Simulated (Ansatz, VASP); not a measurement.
Cu3H: VASP beside Ansatz

```
CELL_PARAMETERS angstrom
4.45609 0.00000 0.00000
0.00000 4.45609 0.00000
0.00000 0.00000 4.45609
ATOMIC_POSITIONS crystal
Cu 0.25000 0.00000 0.50000
Cu 0.50000 0.75000 0.00000
Cu 0.75000 0.00000 0.50000
Cu 0.50000 0.25000 0.00000
Cu 0.00000 0.50000 0.75000
Cu 0.00000 0.50000 0.25000
H 0.00000 0.00000 0.00000
H 0.50000 0.50000 0.50000
```

Change from the starting cell: species swapped into the SiMo3 type (Pm-3n, No. 223).

Alike in both runs: functional PBE; k mesh 4 × 4 × 4; occupations gaussian, width 0.1 eV; no spin polarisation.

Ansatz relaxed the structure, and its values are those at the end. VASP's run is a single point on that final structure, the one shown.

```csv
,VASP,Ansatz
version,VASP 6.6.1,Ansatz 0.2.0
potentials or method,"VASP PAW PBE potentials, release 64 (Cu, H), cutoff 520 eV","scalar-relativistic, plane waves, PAW"
valence electrons in the cell,68,116
```

Ansatz gave:

| Property | Result |
| --- | --- |
| gap on the k mesh at the Fermi level (eV) | none |
| pressure (GPa) | 0.2 |

Task: Estimate VASP's values.

Result: gap on the k mesh at the Fermi level (eV): none; pressure (GPa): 0.6.

A gap of «none» marks a metal or a gap that the smearing closes. With one functional, cell and mesh, what is left measures potentials, basis and numerics. VASP's potentials hold 68 valence electrons a cell and Ansatz's 116, so a difference there can come from the potentials and not from the codes.
